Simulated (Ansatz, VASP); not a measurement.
## One calculation of Al2Cu, two programs

The input INCAR:

```
ALGO = Fast
EDIFF = 1E-6
EDIFFG = -0.01
ENCUT = 600
GGA = PE
IBRION = 2
ISIF = 3
ISMEAR = 0
LASPH = True
LCHARG = False
LREAL = False
LWAVE = False
NELM = 60
NSW = 100
PREC = Accurate
SIGMA = 0.1
```

File KPOINTS:

```
k-points
0
Gamma
  12 12 8
```

File POSCAR:

```
Al2Cu
1.0
    4.8181256429      0.0000000000      0.0000000000
   -2.4090628214      4.1726192053      0.0000000000
    0.0000000000      0.0000000000      4.4047057467
Al Cu
4 2
Direct
    0.0000000000      0.0000000000      0.0000000000
    0.0000000000      0.3442152943      0.5000000000
    0.6557847057      0.6557847057      0.5000000000
    0.3442152943      0.0000000000      0.5000000000
    0.6666666667      0.3333333333      0.0000000000
    0.3333333333      0.6666666667      0.0000000000
```

Input for Ansatz:

```yaml
crystal:
  lattice:
    - [4.8181256429, 0.0, 0.0]
    - [-2.4090628214, 4.1726192053, 0.0]
    - [0.0, 0.0, 4.4047057467]
  atoms:
    - { symbol: Al, position: [0.0, 0.0, 0.0] }
    - { symbol: Al, position: [0.0, 0.3442152943, 0.5] }
    - { symbol: Al, position: [0.6557847057, 0.6557847057, 0.5] }
    - { symbol: Al, position: [0.3442152943, 0.0, 0.5] }
    - { symbol: Cu, position: [0.6666666667, 0.3333333333, 0.0] }
    - { symbol: Cu, position: [0.3333333333, 0.6666666667, 0.0] }
basis:
  ecutwfc: 420
kpoints:
  mp_grid: { grid: [12, 12, 8] }
hamiltonian:
  xc: pbe
scf:
  occupations: { method: gaussian, width: 0.1 }
output:
  forces: true
  stress: true
  eigenvalues: true
  write_density: true
  write_potential: true
  elf: true
  volumetric_format: npy
relax:
  adjacent_minimum: "off"
  f_tol: 0.01
  max_steps: 80
  cell: { stress_tol: 0.05 }
```

Alike in both runs: task relaxation of cell and atoms; functional PBE; k mesh 12 × 12 × 8; occupations gaussian, width 0.1 eV; no spin polarisation.

|  | VASP | Ansatz |
| --- | --- | --- |
| version | VASP 6.6.1 | Ansatz 0.2.0 |
| potentials or method | VASP PAW PBE potentials, release 64 (Al, Cu), cutoff 600 eV | scalar-relativistic, plane waves, PAW |
| valence electrons in the cell | 34 | 50 |

Ansatz gave:

```
gap on the k mesh at the Fermi level, each at its own relaxed structure (eV) : none
relaxed volume (Å³/atom)                                                     : 14.77
relaxed cell length with the largest relative difference (Å)                 : 4.388
```

Question: Which values does VASP return?

Answer: gap on the k mesh at the Fermi level, each at its own relaxed structure (eV): none; relaxed volume (Å³/atom): 14.79; relaxed cell length with the largest relative difference (Å): 4.408.

A gap of «none» marks a metal or a gap that the smearing closes. VASP's potentials hold 34 valence electrons a cell and Ansatz's 50, so a difference there can come from the potentials and not from the codes.
